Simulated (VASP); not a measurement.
Runs of VASP 6.6.1 on Co. The structure is that of space group Pm-3m (No. 221), or close to it. The cells are those of the table. This isn't the form of Co at room conditions, which is hcp.

```csv
cell,gap on the mesh (eV),pressure (GPa),moment (μB)
"a = 2.308 Å, 1 atom",none,5.0,1.80
"a = 2.276 Å, 1 atom",none,11.9,(a)
"a = 2.340 Å, 1 atom",none,-0.7,1.87
"a = 2.371 Å, 1 atom",none,-5.9,1.89
"a = 2.242 Å, 1 atom",none,(b),1.60
```

Alike in all rows: task single point; level PBE; potentials or basis VASP PAW PBE potentials, release 64 (Co); spin collinear, ferromagnetic start; k mesh 22 × 22 × 22; cutoff (eV) 520; smearing fermi-dirac 0.05 eV.

Question: Estimate the missing entries.

Answer: (a) 1.70; (b) 20.6.

Caveats: the cell stands under pressure (at least some runs); the cell stands under tension (at least some runs).

A gap of «none» marks levels without a gap at the run's occupations.
